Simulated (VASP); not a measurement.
Runs of VASP 6.6.1 on DyW2. The typed cell holds 3 atoms: a = 3.911 Å, b = 3.911 Å, c = 4.922 Å, α = 90.00°, β = 90.00°, γ = 120.00°. 

```csv
level,U,gap on the mesh (eV),pressure (GPa),moment (μB),largest force (eV/Å)
LDA,-,none,0.5,4.69,0.61
PBE,-,none,9.5,(b),0.87
PBE+D3(BJ),-,none,5.6,4.73,0.85
RPBE+U,W d U = 3.0 eV,none,15.4,(a),1.49
```

Alike in all rows: task single point; potentials or basis VASP PAW PBE potentials, release 64 (Dy, W_sv); spin collinear, ferromagnetic start; cell as given; k mesh 5 × 5 × 4; cutoff (eV) 520; smearing fermi-dirac 0.1 eV.

Q: Estimate the missing entries.

A: (a) 4.75; (b) 4.74.

Caveats: all runs use coarse meshes; the magnetic or orbital state may not be the lowest; spin-orbit coupling is left out, which moves the levels of the heavy elements; without U or exact exchange the open f shell lies at the Fermi level, which spoils levels, moments and volumes (some runs); the PAW data sets were made with another functional, which shifts forces and pressure a little (some runs); pairwise dispersion overbinds metals, which lowers pressure and volume (some runs).

A k mesh can miss the band edges, and the runs leave out spin-orbit coupling on Dy, W.

A gap of «none» marks levels without a gap at the run's occupations.
